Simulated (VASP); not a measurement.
**Ga3Se: single point with PBE-based screened hybrid**

Ga3Se:

```
Se Ga
1.0
     4.43246    0.00000    0.00000
     0.00000    4.43246    0.00000
     0.00000    0.00000    4.43246
Se Ga
1 3
Direct
  0.00000 0.00000 0.00000
  0.50000 0.50000 0.00000
  0.50000 0.00000 0.50000
  0.00000 0.50000 0.50000
```

* Program: VASP 6.6.1
* Task: single point
* Functional: PBE-based screened hybrid
* Potentials or basis: VASP PAW PBE potentials, release 64 (Se, Ga_d)
* Cutoff: 520 eV
* k mesh: 4 × 4 × 4
* Occupations: fermi-dirac, width 0.05 eV
* Spin: no spin polarisation

```yaml
Pressure: -0.8 GPa
```

Levels at points of the mesh, in eV from the Fermi level:
| k point | band 20 | band 21 | band 22 | band 23 | band 24 | band 25 | band 26 | band 27 |
| --- | --- | --- | --- | --- | --- | --- | --- | --- |
| (0.00, 0.00, 0.00) | -4.33 | -3.13 | -3.13 | 1.84 | 1.84 | 1.84 | 4.99 | 4.99 |
| (0.50, 0.00, 0.00) | -3.32 | -2.35 | -1.38 | -0.23 | -0.23 | 1.38 | 4.47 | 4.72 |
| (0.50, 0.50, 0.00) | -2.64 | -0.89 | -0.89 | -0.73 | 1.56 | 1.92 | 1.92 | 2.05 |
| (0.50, 0.50, 0.50) | -5.61 | -5.61 | -5.61 | -4.03 | 4.52 | 4.52 | 4.52 | 9.40 |

Wall time 25 min on 4 MPI ranks on Intel(R) Xeon(R) Platinum 8488C (Sapphire Rapids), with other jobs on the host, peak memory 0.33 GiB a rank.

Caveat: the PAW data sets were made with another functional, which shifts forces and pressure a little.
